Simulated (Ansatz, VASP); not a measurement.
Si: VASP beside Ansatz

```
CELL_PARAMETERS angstrom
0.00000 2.71500 2.71500
2.71500 0.00000 2.71500
2.71500 2.71500 0.00000
ATOMIC_POSITIONS crystal
Si 0.00000 0.00000 0.00000
Si 0.25000 0.25000 0.25000
```

Alike in both runs: task single point; functional PBE; k mesh 12 × 12 × 12; no spin polarisation.

|  | VASP | Ansatz |
| --- | --- | --- |
| version | VASP 6.6.1 | Ansatz 0.2.0 |
| potentials or method | VASP PAW PBE potentials, release 64 (Si), cutoff 500 eV | scalar-relativistic, plane waves, PAW |
| occupations | gaussian, width 0.01 eV | fixed |
| valence electrons in the cell | 8 | 8 |

|  | VASP | Ansatz | Ansatz less VASP |
| --- | --- | --- | --- |
| gap on the k mesh at the Fermi level (eV) | 0.57 | 0.57 | -0.002 |
| least direct gap on the mesh (eV) | 2.57 | 2.56 | -0.005 |
| pressure (GPa) | 2.0 | 2.1 | +0.08 |
